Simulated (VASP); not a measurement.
Wanted: the native input for a VASP 6.6.1 run.

```
Task                   : relaxation of cell and atoms
Functional             : PBE
Potentials or basis    : VASP PAW PBE potentials, release 64 (C, S)
Cutoff                 : 600 eV
k mesh                 : 6 × 6 × 6
Occupations            : gaussian, width 0.1 eV
Spin                   : no spin polarisation
Dipole correction      : no
Further INCAR settings : ALGO = Normal; EDIFF = 1e-07; IBRION = 2; EDIFFG = -0.04; NSW = 90; ISIF = 3
```

The structure of C4S lies in POSCAR:

```
C4S
1.0
   -2.6183882000      2.6183882000      2.6183882000
    2.6183882000     -2.6183882000      2.6183882000
    2.6183882000      2.6183882000     -2.6183882000
C S
4 1
Direct
    0.4360554800      0.4360554800      0.4360554800
    0.5639445200      0.0000000000      0.0000000000
    0.0000000000      0.0000000000      0.5639445200
    0.0000000000      0.5639445200      0.0000000000
    0.0000000000      0.0000000000      0.0000000000
```

One way to write it, as run:

INCAR

```
ALGO = Normal ; EDIFF = 1E-7
EDIFFG = -0.04 ; ENCUT = 600
GGA = PE ; IBRION = 2
ISIF = 3 ; ISMEAR = 0
LASPH = True ; LCHARG = False
LREAL = False ; LWAVE = False
NELM = 60 ; NSW = 90
PREC = Accurate ; SIGMA = 0.1
```

KPOINTS

```
k-points
0
Gamma
  6 6 6
```

Potentials or basis: VASP PAW PBE potentials, release 64 (C, S).

Run with:

```sh
$ cat potpaw_PBE.64/C/POTCAR potpaw_PBE.64/S/POTCAR > POTCAR
$ mpirun -np 1 vasp_std > vasp.out
```

It gave:

```yaml
Relaxed_volume: 8.95 Å³/atom
Relaxed_cell: a = 3.874 Å, b = 3.874 Å, c = 3.874 Å, α = 109.47°, β = 109.47°, γ = 109.47°
Space_group_after_relaxing_to_0.1_Å: I-43m (No. 217)
Energy_gained_by_relaxing: 534.0 meV/atom
Ionic_steps: 7
Pressure_after_relaxing: 0.1 GPa
Largest_force_after_relaxing: 0.012 eV/Å
Band_gap_on_the_k_mesh: zero (bands 11 and 12 overlap by 1.44 eV)
```

Caveat: the volume moved by over 15 % at a fixed basis, so the end points are rough; this functional lacks dispersion, which holds the molecules together, so the pressure and a relaxed volume are unreliable.

Run time: 100 s on 1 thread of Intel(R) Xeon(R) Platinum 8259CL CPU @ 2.50GHz (Skylake/Cascade Lake), with other jobs on the host, peak memory 0.21 GiB.
